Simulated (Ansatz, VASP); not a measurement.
One calculation of KScS2, two programs

Contents of POSCAR:

```
KScS2
1.0
    3.9944966578      0.0000000000      0.0000000000
    0.0000000000      3.9944966578      0.0000000000
    0.0000000000      0.0000000000      5.4102820581
K S Sc
1 2 1
Direct
    0.0000000000      0.0000000000      0.0000000000
    0.0000000000      0.0000000000      0.5000000000
    0.5000000000      0.5000000000      0.0000000000
    0.5000000000      0.5000000000      0.5000000000
```

Contents of INCAR.step1:

```
SYSTEM = KScS2
PREC = Accurate
ENCUT = 520
ISMEAR = -1
SIGMA = 0.02
LREAL = .False.
LASPH = .True.
NELM = 60
NBANDS = 24
GGA = PE
ALGO = Normal
EDIFF = 1E-4
LWAVE = .True.
LCHARG = .False.
```

File INCAR.step2:

```
SYSTEM = KScS2
PREC = Accurate
ENCUT = 520
EDIFF = 1E-7
ISMEAR = -1
SIGMA = 0.02
LREAL = .False.
LASPH = .True.
NELM = 60
ALGO = Normal
ISIF = 2
LWAVE = .False.
LCHARG = .False.
METAGGA = R2SCAN
LMIXTAU = .True.
NBANDS = 24
ISTART = 1
```

The input KPOINTS:

```
regular mesh
0
Gamma
  6 6 4
  0 0 0
```

Input for Ansatz:

```yaml
crystal:
  lattice:
    - [3.9944966578, 0.0, 0.0]
    - [0.0, 3.9944966578, 0.0]
    - [0.0, 0.0, 5.4102820581]
  atoms:
    - { symbol: K, position: [0.0, 0.0, 0.0] }
    - { symbol: S, position: [0.0, 0.0, 0.5] }
    - { symbol: Sc, position: [0.5, 0.5, 0.5] }
    - { symbol: S, position: [0.5, 0.5, 0.0] }
kpoints:
  mp_grid: { grid: [6, 6, 4] }
hamiltonian:
  xc: r2scan
scf:
  occupations: { method: fermi_dirac, width: 0.02 }
  n_extra_bands: 5
output:
  forces: true
  stress: true
  eigenvalues: true
```

Alike in both runs: task single point; functional r2SCAN; k mesh 6 × 6 × 4; occupations fermi-dirac, width 0.02 eV; no spin polarisation.

|  | VASP | Ansatz |
| --- | --- | --- |
| version | VASP 6.6.1 | Ansatz 0.2.0 |
| potentials or method | VASP PAW PBE potentials, release 64 (K_sv, S, Sc_sv) | plane waves, PAW |
| plane-wave cutoff (eV) | 520 | 500 |
| valence electrons in the cell | 32 | 32 |

```csv
,VASP,Ansatz,Ansatz less VASP
pressure (GPa),2.4,2.1,-0.29
```

VASP's potentials were made for PBE, not for r2SCAN.
